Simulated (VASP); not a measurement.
# SrO (P6_3mc) in VASP: a series of runs

The runs below take SrO through single point, with PBE.

Program: VASP 6.6.1. These are calculated values, not measurements. Logs are shortened: lines on timing, memory, paths and dates and some standing lists are left out, and cuts for length are marked.

### 1 The cell of the first run

Symmetry: P6_3mc, No. 186, hexagonal system. Conventional cell: a = 3.577 Å, b = 3.577 Å, c = 6.243 Å, α = 90.00°, β = 90.00°, γ = 120.00°. Sr (site symmetry 3m) has 6 O at 2.57 to 2.61 Å within 3.4 Å. O (site symmetry 3m) has 6 Sr at 2.57 to 2.61 Å and 2 O at 3.12 Å within 3.4 Å.

### 2 Single point, PBE

Input file INCAR:

```
SYSTEM = SrO
  PREC = Accurate
  ENCUT = 520
  EDIFF = 1E-6
  ISMEAR = 0
  SIGMA = 0.05
  LREAL = .False.
  LASPH = .True.
  NELM = 100
  ALGO = Normal
  ISIF = 2
  LWAVE = .False.
  LCHARG = .False.
  GGA = PE
  NBANDS = 24
```

Input file KPOINTS:

```
Automatic mesh
0
Gamma
  9 9 4
  0 0 0
```

Input file POSCAR:

```
SrO
1.0
    3.5769478779      0.0000000000      0.0000000000
   -1.7884739390      3.0977277303      0.0000000000
    0.0000000000      0.0000000000      6.2426216355
Sr O
2 2
Direct
    0.3333333333      0.6666666667      0.2508657934
    0.6666666667      0.3333333333      0.7508657934
    0.0000000000      0.0000000000     -0.0047415976
    0.0000000000      0.0000000000      0.4952584024
```

Potentials or basis: VASP PAW PBE potentials, release 64 (Sr_sv, O).

Launch:

```
$ cat potpaw_PBE.64/Sr_sv/POTCAR potpaw_PBE.64/O/POTCAR > POTCAR
$ mpirun -np 1 vasp_std > vasp.out
```

OUTCAR:

```text
SYSTEM = SrO
   PREC = Accurate
   ENCUT = 520
   EDIFF = 1E-6
   ISMEAR = 0
   LREAL = .False.
   LASPH = .True.
   NELM = 100
   ISIF = 2
   GGA = PE

 ion  position               nearest neighbor table
   1  0.333  0.667  0.251-   4 2.57   4 2.57   4 2.57   3 2.61   3 2.61   3 2.61   2 3.74   2 3.74
                             2 3.74   2 3.74   2 3.74   2 3.74
   2  0.667  0.333  0.751-   3 2.57   3 2.57   3 2.57   4 2.61   4 2.61   4 2.61   1 3.74   1 3.74
                             1 3.74   1 3.74   1 3.74   1 3.74
   3  0.000  0.000  0.995-   2 2.57   2 2.57   2 2.57   1 2.61   1 2.61   1 2.61
   4  0.000  0.000  0.495-   1 2.57   1 2.57   1 2.57   2 2.61   2 2.61   2 2.61

  LATTYP: Found a hexagonal cell.
 ALAT       =     3.5769478779
 C/A-ratio  =     1.7452369586

  Lattice vectors:

 A1 = (   3.5769478779,   0.0000000000,   0.0000000000)
 A2 = (  -1.7884739390,   3.0977277303,   0.0000000000)
 A3 = (   0.0000000000,   0.0000000000,   6.2426216355)

Analysis of symmetry for initial positions (statically):
=====================================================================
 Subroutine PRICEL returns:
 Original cell was already a primitive cell.

 Routine SETGRP: Setting up the symmetry group for a
 hexagonal supercell.

 Subroutine GETGRP returns: Found 12 space group operations
 (whereof  6 operations were pure point group operations)
 out of a pool of 24 trial point group operations.

The static configuration has the point symmetry C_3v.
 The point group associated with its full space group is C_6v.

Analysis of symmetry for dynamics (positions and initial velocities):
=====================================================================
 Subroutine PRICEL returns:
 Original cell was already a primitive cell.

 Routine SETGRP: Setting up the symmetry group for a
 hexagonal supercell.

 Subroutine GETGRP returns: Found 12 space group operations
 (whereof  6 operations were pure point group operations)
 out of a pool of 24 trial point group operations.

The dynamic configuration has the point symmetry C_3v.
 The point group associated with its full space group is C_6v.

 Subroutine INISYM returns: Found 12 space group operations
 (whereof  6 operations are pure point group operations),
 and found     1 'primitive' translations

----------------------------------------------------------------------------------------

                                     Primitive cell

  volume of cell :      69.1708

  direct lattice vectors                    reciprocal lattice vectors
     3.576947878  0.000000000  0.000000000     0.279567954  0.161408634  0.000000000
    -1.788473939  3.097727730  0.000000000     0.000000000  0.322817267  0.000000000
     0.000000000  0.000000000  6.242621635     0.000000000  0.000000000  0.160189109

  length of vectors
     3.576947878  3.576947878  6.242621635     0.322817267  0.322817267  0.160189109

  position of ions in fractional coordinates (direct lattice)
     0.333333333  0.666666667  0.250865793
     0.666666667  0.333333333  0.750865793
     0.000000000  0.000000000  0.995258402
     0.000000000  0.000000000  0.495258402

  ion indices of the primitive-cell ions
   primitive index   ion index
                 1           1
                 2           2
                 3           3
                 4           4

----------------------------------------------------------------------------------------

 KPOINTS: Automatic mesh

Automatic generation of k-mesh.
 Grid dimensions read from file:
 generate k-points for:    9    9    4

 Generating k-lattice:

  Cartesian coordinates                     Fractional coordinates (reciprocal lattice)
     0.031063106  0.017934293  0.000000000     0.111111111  0.000000000  0.000000000
     0.000000000  0.035868585  0.000000000     0.000000000  0.111111111  0.000000000
     0.000000000  0.000000000  0.040047277     0.000000000  0.000000000  0.250000000

  Length of vectors
     0.035868585  0.035868585  0.040047277

  Shift w.r.t. Gamma in fractional coordinates (k-lattice)
     0.000000000  0.000000000  0.000000000

 Subroutine IBZKPT returns following result:
 ===========================================

 Found     36 irreducible k-points:

 Following reciprocal coordinates:
            Coordinates               Weight
  0.000000  0.000000  0.000000      1.000000
  0.111111 -0.000000  0.000000      6.000000
  0.222222  0.000000  0.000000      6.000000
  0.333333  0.000000  0.000000      6.000000
  0.444444  0.000000  0.000000      6.000000
  0.111111  0.111111  0.000000      6.000000
[... 16 lines left out ...]
  0.333333  0.222222  0.250000     24.000000
  0.333333  0.333333  0.250000      4.000000
 [... further k-points ...]
   k-points           NKPTS =     36   k-points in BZ     NKDIM =     36   number of bands    NBANDS=     24
   number of dos      NEDOS =    301   number of ions     NIONS =      4
   total plane-waves  NPLWV =  37632
   dimension x,y,z NGX =    28 NGY =   28 NGZ =   48
   dimension x,y,z NGXF=    56 NGYF=   56 NGZF=   96
   ions per type =               2   2
   NGX,Y,Z   is equivalent  to a cutoff of  13.01, 13.01, 12.78 a.u.
   NGXF,Y,Z  is equivalent  to a cutoff of  26.03, 26.03, 25.57 a.u.
 SYSTEM =  SrO
   PREC   = accura    normal or accurate (medium, high low for compatibility)
   ISTART =      0    job   : 0-new  1-cont  2-samecut
   ICHARG =      2    charge: 1-file 2-atom 10-const
   ISPIN  =      1    spin polarized calculation?
   LNONCOLLINEAR =      F non collinear calculations
   LSORBIT =      F    spin-orbit coupling
   LASPH  =      T    aspherical Exc in radial PAW
   ENCUT  =  520.0 eV  38.22 Ry    6.18 a.u.   6.65  6.65 11.61*2*pi/ulx,y,z
   NELM   =    100;   NELMIN=  2; NELMDL= -5     # of ELM steps
   EDIFF  = 0.1E-05   stopping-criterion for ELM
   LREAL  =      F    real-space projection
   EDIFFG = 0.1E-04   stopping-criterion for IOM
   NSW    =      0    number of steps for IOM
   IBRION =     -1    ionic relax: 0-MD 1-quasi-New 2-CG
   NFREE  =      0    steps in history (QN), initial steepest desc. (CG)
   ISIF   =      2    stress and relaxation
   ISYM   =      2    0-nonsym 1-usesym 2-fastsym
   POTIM  = 0.5000    time-step for ionic-motion
   TEBEG  =    0.0;   TEEND  =   0.0 temperature during run
   PSTRESS=    0.0 pullay stress
   NELECT =      32.0000    total number of electrons
   NUPDOWN=      -1.0000    fix difference up-down
   EMIN   =  10.00;   EMAX   =-10.00  energy-range for DOS
   EFERMI =   0.00;   METHOD = LEGACY
   ISMEAR =     0;   SIGMA  =   0.05  broadening in eV -4-tet -1-fermi 0-gaus
   EFERMI_NEDOS =   21; number of points for ismear=-14 and -15
   IALGO  =     38    algorithm
   IMIX   =      4    mixing-type and parameters
     AMIX     =   0.40;   BMIX     =  1.00
     AMIX_MAG =   1.60;   BMIX_MAG =  1.00
  volume/ion in A,a.u.               =      17.29       116.70
  Fermi-wavevector in a.u.,A,eV,Ry     =   1.266146  2.392669 21.811857  1.603126
  Thomas-Fermi vector in A             =   2.399362
   LORBIT       =      0    0 simple, 1 ext, 2 COOP (PROOUT), +10 PAW based schemes
   GGA     = PE    functional components
   LHFCALC =     F    Hartree Fock is set to
   AEXX    =    0.0000 exact exchange contribution
   IVDW    =     0    specifies the selected vdW correction
   LEPSILON=     F    determine dielectric tensor
   LRPA    =     F    only Hartree local field effects (RPA)
 non-spin polarized calculation
 Gauss-broadening in eV      SIGMA  =   0.05
  energy-cutoff  :      520.00
  volume of cell :       69.17
 maximum number of plane-waves:      1895
 NGX is ok and might be reduce to    28
   NGX = 13   NGY = 13   NGZ = 23

 number of electron      31.9999995 magnetization

 Free energy of the ion-electron system (eV)
  ---------------------------------------------------
  ext. energy  EPLUGINS =         0.00000000
  ---------------------------------------------------
  free energy    TOTEN  =       -23.74539257 eV

  energy without entropy =      -23.74539257  energy(sigma->0) =      -23.74539257

 E-fermi :   2.4036     XC(G=0):  -9.9384

 val. band max:        2.1199689289   @ k =   0.0000   0.0000   0.0000
 cond. band min:       5.0945007915   @ k =   0.0000   0.0000   0.0000
 fundamental gap:      2.9745318626
 Fermi energy:         2.4036135614

 k-point     1 :       0.0000    0.0000    0.0000
  band No.  band energies     occupation
      1     -30.9164      2.00000
      2     -30.8161      2.00000
      3     -14.9225      2.00000
      4     -13.4080      2.00000
      5     -12.6099      2.00000
      6     -12.6099      2.00000
[... 16 lines left out ...]
     23       9.3933      0.00000
     24      10.2583      0.00000

 k-point     2 :       0.1111   -0.0000    0.0000
  band No.  band energies     occupation
      1     -30.9016      2.00000
      2     -30.8071      2.00000
      3     -14.8298      2.00000
      4     -13.7017      2.00000
      5     -12.7155      2.00000
      6     -12.6508      2.00000
[... 16 lines left out ...]
     23       9.5962      0.00000
     24       9.9674      0.00000

 k-point     3 :       0.2222    0.0000    0.0000
  band No.  band energies     occupation
      1     -30.8631      2.00000
      2     -30.7847      2.00000
      3     -14.5619      2.00000
      4     -14.1848      2.00000
      5     -12.9645      2.00000
      6     -12.7369      2.00000
[... 16 lines left out ...]
     23       9.9910      0.00000
     24      10.2169      0.00000

 k-point     4 :       0.3333    0.0000    0.0000
  band No.  band energies     occupation
      1     -30.8165      2.00000
      2     -30.7614      2.00000
      3     -14.5906      2.00000
      4     -14.1541      2.00000
      5     -13.2295      2.00000
      6     -12.8244      2.00000
[... 16 lines left out ...]
     23      10.6679      0.00000
     24      10.8049      0.00000

 k-point     5 :       0.4444    0.0000    0.0000
  band No.  band energies     occupation
      1     -30.7823      2.00000
      2     -30.7497      2.00000
      3     -14.8176      2.00000
      4     -13.7140      2.00000
      5     -13.3836      2.00000
      6     -12.9090      2.00000
[... 16 lines left out ...]
     23      11.3238      0.00000
     24      11.8144      0.00000

 k-point     6 :       0.1111    0.1111    0.0000
  band No.  band energies     occupation
      1     -30.8749      2.00000
      2     -30.7914      2.00000
      3     -14.6494      2.00000
      4     -14.0523      2.00000
      5     -12.9046      2.00000
      6     -12.6816      2.00000
[... 16 lines left out ...]
     23       9.7463      0.00000
     24       9.8764      0.00000
[... 379 lines left out ...]
 k-point    21 :       0.4444    0.1111    0.2500
  band No.  band energies     occupation
      1     -30.7687      2.00000
      2     -30.7510      2.00000
      3     -14.7482      2.00000
      4     -14.0313      2.00000
      5     -13.0129      2.00000
      6     -12.9265      2.00000
[... 16 lines left out ...]
     23      11.2372      0.00000
     24      11.4740      0.00000

 k-point    22 :       0.2222    0.2222    0.2500
  band No.  band energies     occupation
      1     -30.7887      2.00000
      2     -30.7585      2.00000
      3     -14.6088      2.00000
      4     -14.1128      2.00000
      5     -13.0705      2.00000
      6     -12.9811      2.00000
[... 16 lines left out ...]
     23      10.9483      0.00000
     24      11.4019      0.00000

 k-point    23 :       0.3333    0.2222    0.2500
  band No.  band energies     occupation
      1     -30.7631      2.00000
      2     -30.7486      2.00000
      3     -14.7089      2.00000
      4     -13.9384      2.00000
      5     -13.1574      2.00000
      6     -13.0870      2.00000
[... 16 lines left out ...]
     23      11.2781      0.00000
     24      11.6595      0.00000

 k-point    24 :       0.3333    0.3333    0.2500
  band No.  band energies     occupation
      1     -30.7497      2.00000
      2     -30.7497      2.00000
      3     -14.7144      2.00000
      4     -13.8222      2.00000
      5     -13.2519      2.00000
      6     -13.2519      2.00000
[... 16 lines left out ...]
     23      11.7032      0.00000
     24      11.7036      0.00000

 [... further k-points ...]
[... 5 lines left out ...]
  --------------------------------------------------------------------------------------
  -------------------------------------------------------------------------------------
  Total        0.2353757      0.2353757      0.2361920     -0.0000000      0.0000000      0.0000000
  in kB        5.4519174      5.4519174      5.4708268     -0.0000000      0.0000000      0.0000000
  external PRESSURE =       5.4582205 kB  Pullay stress =       0.0000000 kB

 VOLUME and BASIS-vectors are now :
 -----------------------------------------------------------------------------
  energy-cutoff  :      520.00
  volume of cell :       69.17
      direct lattice vectors                 reciprocal lattice vectors
     3.576947878  0.000000000  0.000000000     0.279567954  0.161408634  0.000000000
    -1.788473939  3.097727730  0.000000000     0.000000000  0.322817267  0.000000000
     0.000000000  0.000000000  6.242621635     0.000000000  0.000000000  0.160189109

 POSITION                                       TOTAL-FORCE (eV/Angst)
 -----------------------------------------------------------------------------------
     -0.00000      2.06515      1.56606        -0.000000      0.000000     -0.073451
      1.78847      1.03258      4.68737         0.000000     -0.000000     -0.073451
      0.00000      0.00000      6.21302         0.000000      0.000000      0.073451
      0.00000      0.00000      3.09171         0.000000      0.000000      0.073451
 -----------------------------------------------------------------------------------
    total drift:                                0.000000      0.000000      0.000123

  FREE ENERGIE OF THE ION-ELECTRON SYSTEM (eV)
  ---------------------------------------------------
  free  energy   TOTEN  =       -23.7453925731 eV

  energy  without entropy=      -23.7453925731  energy(sigma->0) =      -23.74539257
```

It took 75 s on 1 thread of Intel Xeon 6975P-C, shared host; peak memory 0.21 GiB.

What came out:

| Property | Result |
| --- | --- |
| Free energy | -23.7454 eV |
| Pressure | 0.5 GPa |
| Largest force | 0.073 eV/Å |
| Band gap on the k mesh | 2.97 eV, direct |

Forces on the atoms (eV/Å):
```
Sr   0.000  0.000 -0.073
Sr   0.000  0.000 -0.073
O    0.000  0.000  0.073
O    0.000  0.000  0.073
```

Levels at points of the mesh, in eV from the valence-band top:
```csv
k point,band 14,band 15,band 16,band 17,band 18,band 19
"(0.00, 0.00, 0.00)",-0.76,-0.76,0.00,2.97,4.97,5.13
"(0.00, 0.00, 0.50)",-0.92,-0.92,-0.92,4.59,4.59,5.89
```

### 3 Single point, PBE

Input file INCAR:

```
PREC = Accurate
ENCUT = 520
EDIFF = 1E-6
ISMEAR = 0
SIGMA = 0.05
LREAL = F
LASPH = T
NELM = 80
ALGO = Normal
ISIF = 2
LWAVE = F
LCHARG = F
GGA = PE
NBANDS = 24
```

Input file KPOINTS:

```
regular mesh
0
Gamma
  9 9 4
```

Input file POSCAR:

```
SrO
1.0
    3.5769478779      0.0000000000      0.0000000000
   -1.7884739390      3.0977277303      0.0000000000
    0.0000000000      0.0000000000      6.2426216355
Sr O
2 2
Direct
    0.3333333333      0.6666666667      0.2525973803
    0.6666666667      0.3333333333      0.7525973803
    0.0000000000      0.0000000000     -0.0142247929
    0.0000000000      0.0000000000      0.4857752071
```

Potentials or basis: VASP PAW PBE potentials, release 64 (Sr_sv, O).

Launch:

```
$ cat potpaw_PBE.64/Sr_sv/POTCAR potpaw_PBE.64/O/POTCAR > POTCAR
$ mpirun -np 1 vasp_std > vasp.out
```

It took 65 s on 1 thread of Intel Xeon 6975P-C, shared host; peak memory 0.21 GiB.

Results (log left out):

```yaml
Free_energy: -23.7246 eV
Pressure: 0.8 GPa
Largest_force: 0.225 eV/Å
Band_gap_on_the_k_mesh: 3.02 eV, direct
```

Forces in eV/Å, atoms in the order of the input:
```
Sr   0.000  0.000 -0.225
Sr   0.000  0.000 -0.225
O    0.000  0.000  0.225
O    0.000  0.000  0.225
```

Levels at points of the mesh, in eV from the valence-band top:
```
           k point  band 14  band 15  band 16  band 17  band 18  band 19
(0.00, 0.00, 0.00)    -0.74    -0.74     0.00     3.02     5.03     5.25
(0.00, 0.00, 0.50)    -0.89    -0.89    -0.89     4.63     4.63     5.97
```

(Part 1 of 2 ends here.)
